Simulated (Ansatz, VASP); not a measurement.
## Ti4HBr: VASP beside Ansatz

```
CELL_PARAMETERS angstrom
3.71701 0.00000 0.00000
0.00000 3.71701 0.00000
0.00000 0.00000 7.21192
ATOMIC_POSITIONS crystal
Ti 0.50000 0.00000 0.68297
Ti 0.00000 0.50000 0.31703
Ti 0.50000 0.00000 0.31703
Ti 0.00000 0.50000 0.68297
H 0.50000 0.50000 0.50000
Br 0.00000 0.00000 0.00000
```

Change from the starting cell: species swapped into the NaErF4 type (P4/mmm, No. 123).

Alike in both runs: functional PBE; k mesh 10 × 10 × 6; occupations gaussian, width 0.1 eV; no spin polarisation.

Ansatz relaxed the structure, and its values are those at the end. VASP's run is a single point on that final structure, the one shown.

```csv
,VASP,Ansatz
version,VASP 6.6.1,Ansatz 0.2.0
potentials or method,"VASP PAW PBE potentials, release 64 (Ti_sv, H, Br), cutoff 520 eV","scalar-relativistic, plane waves, PAW"
valence electrons in the cell,56,56
```

|  | VASP | Ansatz | Ansatz less VASP |
| --- | --- | --- | --- |
| gap on the k mesh at the Fermi level (eV) | none | none | - |
| pressure (GPa) | -0.1 | 0.0 | +0.07 |

A gap of «none» marks a metal or a gap that the smearing closes.
